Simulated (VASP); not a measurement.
# NbH2 in VASP: further runs

Runs on NbH2. Level: PBEsol. Tasks: single point.

Everything below comes from runs of VASP 6.6.1. Logs are shortened: lines on timing, memory, paths and dates and some standing lists are left out, and cuts for length are marked.

## 1. The cell of the first run

It takes space group Fm-3m (No. 225, cubic). The conventional cell has a = 4.563 Å, b = 4.563 Å, c = 4.563 Å, α = 90.00°, β = 90.00°, γ = 90.00°. Within 2.6 Å of Nb (site symmetry m-3m) lie 8 H at 1.98 Å. Within 2.6 Å of H (site symmetry -43m) lie 4 Nb at 1.98 Å and 6 H at 2.28 Å.

## 2. Single point, PBEsol

The input, INCAR:

```
SYSTEM = NbH2
ALGO = Normal
EDIFF = 1E-6
ENCUT = 520
GGA = PS
ISIF = 2
ISMEAR = -1
LASPH = .True.
LCHARG = .False.
LREAL = .False.
LWAVE = .False.
NBANDS = 14
NELM = 60
PREC = Accurate
SIGMA = 0.02
```

The input, KPOINTS:

```
k-points
0
Gamma
  13 13 13
  0 0 0
```

The input, POSCAR:

```
NbH2
1.0
    0.0000000000      2.2815000000      2.2815000000
    2.2815000000      0.0000000000      2.2815000000
    2.2815000000      2.2815000000      0.0000000000
Nb H
1 2
Direct
    0.0000000000      0.0000000000      0.0000000000
    0.2500000000      0.2500000000      0.2500000000
    0.7500000000      0.7500000000      0.7500000000
```

Potentials or basis: VASP PAW PBE potentials, release 64 (Nb_sv, H).

The run is started by

```
cat potpaw_PBE.64/Nb_sv/POTCAR potpaw_PBE.64/H/POTCAR > POTCAR
mpirun -np 1 vasp_std > vasp.out
```

OUTCAR:

```text
SYSTEM = NbH2
   EDIFF = 1E-6
   ENCUT = 520
   GGA = PS
   ISIF = 2
   ISMEAR = -1
   LASPH = .True.
   LREAL = .False.
   NELM = 60
   PREC = Accurate

 ion  position               nearest neighbor table
   1  0.000  0.000  0.000-
   2  0.250  0.250  0.250-
   3  0.750  0.750  0.750-

  LATTYP: Found a face centered cubic cell.
 ALAT       =     4.5630000000

  Lattice vectors:

 A1 = (   0.0000000000,   2.2815000000,   2.2815000000)
 A2 = (   2.2815000000,   0.0000000000,   2.2815000000)
 A3 = (   2.2815000000,   2.2815000000,   0.0000000000)

Analysis of symmetry for initial positions (statically):
=====================================================================
 Subroutine PRICEL returns:
 Original cell was already a primitive cell.

 Routine SETGRP: Setting up the symmetry group for a
 face centered cubic supercell.

 Subroutine GETGRP returns: Found 48 space group operations
 (whereof 48 operations were pure point group operations)
 out of a pool of 48 trial point group operations.

The static configuration has the point symmetry O_h .

Analysis of symmetry for dynamics (positions and initial velocities):
=====================================================================
 Subroutine PRICEL returns:
 Original cell was already a primitive cell.

 Routine SETGRP: Setting up the symmetry group for a
 face centered cubic supercell.

 Subroutine GETGRP returns: Found 48 space group operations
 (whereof 48 operations were pure point group operations)
 out of a pool of 48 trial point group operations.

The dynamic configuration has the point symmetry O_h .

 Subroutine INISYM returns: Found 48 space group operations
 (whereof 48 operations are pure point group operations),
 and found     1 'primitive' translations

----------------------------------------------------------------------------------------

                                     Primitive cell

  volume of cell :      23.7515

  direct lattice vectors                    reciprocal lattice vectors
     0.000000000  2.281500000  2.281500000    -0.219154065  0.219154065  0.219154065
     2.281500000  0.000000000  2.281500000     0.219154065 -0.219154065  0.219154065
     2.281500000  2.281500000  0.000000000     0.219154065  0.219154065 -0.219154065

  length of vectors
     3.226528243  3.226528243  3.226528243     0.379585976  0.379585976  0.379585976

  position of ions in fractional coordinates (direct lattice)
[... 85 lines left out ...]
   IBRION =     -1    ionic relax: 0-MD 1-quasi-New 2-CG
   NFREE  =      0    steps in history (QN), initial steepest desc. (CG)
   ISIF   =      2    stress and relaxation
   ISYM   =      2    0-nonsym 1-usesym 2-fastsym
   POTIM  = 0.5000    time-step for ionic-motion
   TEBEG  =    0.0;   TEEND  =   0.0 temperature during run
   PSTRESS=    0.0 pullay stress
   NELECT =      15.0000    total number of electrons
   NUPDOWN=      -1.0000    fix difference up-down
   EMIN   =  10.00;   EMAX   =-10.00  energy-range for DOS
   EFERMI =   0.00;   METHOD = LEGACY
   ISMEAR =    -1;   SIGMA  =   0.02  broadening in eV -4-tet -1-fermi 0-gaus
   EFERMI_NEDOS =   21; number of points for ismear=-14 and -15
   IALGO  =     38    algorithm
   IMIX   =      4    mixing-type and parameters
     AMIX     =   0.40;   BMIX     =  1.00
     AMIX_MAG =   1.60;   BMIX_MAG =  1.00
  volume/ion in A,a.u.               =       7.92        53.43
  Fermi-wavevector in a.u.,A,eV,Ry     =   1.404564  2.654241 26.841563  1.972799
  Thomas-Fermi vector in A             =   2.527113
   LORBIT       =      0    0 simple, 1 ext, 2 COOP (PROOUT), +10 PAW based schemes
   GGA     = PS    functional components
   LHFCALC =     F    Hartree Fock is set to
   AEXX    =    0.0000 exact exchange contribution
   IVDW    =     0    specifies the selected vdW correction
   LEPSILON=     F    determine dielectric tensor
   LRPA    =     F    only Hartree local field effects (RPA)
 non-spin polarized calculation
  energy-cutoff  :      520.00
  volume of cell :       23.75
 maximum number of plane-waves:       650
   NGX = 11   NGY = 11   NGZ = 11

 number of electron      15.0000000 magnetization

 Free energy of the ion-electron system (eV)
  ---------------------------------------------------
  ext. energy  EPLUGINS =         0.00000000
  ---------------------------------------------------
  free energy    TOTEN  =       -18.48743799 eV

  energy without entropy =      -18.48544026  energy(sigma->0) =      -18.48643912

 E-fermi :   9.8245     XC(G=0): -12.1631

 val. band max:        9.8226939744   @ k =   0.2308   0.1538   0.0000
 cond. band min:       9.8316272130   @ k =  -0.4615   0.2308   0.0000
 fundamental gap:      0.0089332386
 Fermi energy:         9.8245271826

 k-point     1 :       0.0000    0.0000    0.0000
  band No.  band energies     occupation
      1     -45.4701      2.00000
      2     -21.2659      2.00000
      3     -21.2659      2.00000
      4     -21.2659      2.00000
      5      -0.8371      2.00000
      6       8.4802      2.00000
      7       8.4802      2.00000
      8       8.4802      2.00000
      9       8.7789      2.00000
     10      11.1089      0.00000
     11      11.1089      0.00000
     12      22.1391      0.00000
     13      23.1579      0.00000
     14      23.1579      0.00000
[... 377 lines left out ...]
      1     -45.3824      2.00000
      2     -21.8685      2.00000
      3     -21.4319      2.00000
      4     -21.3853      2.00000
      5       1.9528      2.00000
      6       4.2187      2.00000
      7       7.9585      2.00000
      8       9.2556      2.00000
      9      12.1319      0.00000
     10      12.5444      0.00000
     11      16.0157      0.00000
     12      16.9515      0.00000
     13      19.7890      0.00000
     14      21.5237      0.00000

 [... further k-points ...]
[... 5 lines left out ...]
  --------------------------------------------------------------------------------------
  -------------------------------------------------------------------------------------
  Total       -0.8565277     -0.8565277     -0.8565277     -0.0000000     -0.0000000      0.0000000
  in kB      -57.7777445    -57.7777445    -57.7777445     -0.0000000     -0.0000000      0.0000000
  external PRESSURE =     -57.7777445 kB  Pullay stress =       0.0000000 kB

 VOLUME and BASIS-vectors are now :
 -----------------------------------------------------------------------------
  energy-cutoff  :      520.00
  volume of cell :       23.75
      direct lattice vectors                 reciprocal lattice vectors
     0.000000000  2.281500000  2.281500000    -0.219154065  0.219154065  0.219154065
     2.281500000  0.000000000  2.281500000     0.219154065 -0.219154065  0.219154065
     2.281500000  2.281500000  0.000000000     0.219154065  0.219154065 -0.219154065

 POSITION                                       TOTAL-FORCE (eV/Angst)
 -----------------------------------------------------------------------------------
      0.00000      0.00000      0.00000        -0.000000     -0.000000      0.000000
      1.14075      1.14075      1.14075        -0.000000     -0.000000     -0.000000
      3.42225      3.42225      3.42225         0.000000      0.000000      0.000000
 -----------------------------------------------------------------------------------
    total drift:                               -0.000000      0.000000      0.000000

  FREE ENERGIE OF THE ION-ELECTRON SYSTEM (eV)
  ---------------------------------------------------
  free  energy   TOTEN  =       -18.4874379867 eV

  energy  without entropy=      -18.4854402614  energy(sigma->0) =      -18.48643912
```

Run time: 17 s. Hardware: 1 thread of AMD EPYC 9R14 (Zen 4), shared host; peak memory 0.12 GiB.

What came out:

```
Free energy            : -18.4874 eV
Pressure               : -5.8 GPa
Band gap on the k mesh : zero (an odd number of electrons rules out a gap without spin polarisation)
```

Caveat: the cell stands under tension; the PAW data sets were made with another functional, which shifts forces and pressure a little.

## 3. Single point, PBEsol

The input, INCAR:

```
ALGO = Normal
EDIFF = 1E-7
ENCUT = 520
GGA = PS
ISIF = 2
ISMEAR = -1
LASPH = T
LCHARG = F
LREAL = F
LWAVE = F
NBANDS = 14
NELM = 60
PREC = Accurate
SIGMA = 0.02
```

The input, KPOINTS:

```
k-points
0
Gamma
  13 13 13
```

The input, POSCAR:

```
NbH2
1.0
   -0.0342225000      2.2815000000      2.2815000000
    2.2815000000     -0.0342225000      2.2815000000
    2.2472775000      2.2472775000      0.0000000000
Nb H
1 2
Direct
    0.0000000000      0.0000000000      0.0000000000
    0.2500000000      0.2500000000      0.2500000000
    0.7500000000      0.7500000000      0.7500000000
```

Potentials or basis: VASP PAW PBE potentials, release 64 (Nb_sv, H).

The run is started by

```
cat potpaw_PBE.64/Nb_sv/POTCAR potpaw_PBE.64/H/POTCAR > POTCAR
mpirun -np 1 vasp_std > vasp.out
```

Run time: 62 s. Hardware: 1 thread of AMD EPYC 9R14 (Zen 4), shared host; peak memory 0.2 GiB.

Results (log left out):

* Free energy: -18.4798 eV
* Pressure: -5.6 GPa
* Largest force: 0.134 eV/Å
* Band gap on the k mesh: zero (an odd number of electrons rules out a gap without spin polarisation)

Forces in eV/Å, atoms in the order of the input:
```
Nb   0.000  0.000  0.000
H    0.000  0.000  0.134
H    0.000  0.000 -0.134
```

Stress tensor (GPa, compression positive):
```
-5.70  3.79  0.00
 3.79 -5.70  0.00
 0.00  0.00 -5.40
```

Levels at points of the mesh, in eV from the Fermi level:
```csv
k point,band 6,band 7,band 8,band 9,band 10,band 11
"(0.00, 0.00, 0.00)",-1.51,-1.37,-1.18,-1.05,1.28,1.29
```

Caveat: the cell stands under tension; the PAW data sets were made with another functional, which shifts forces and pressure a little.
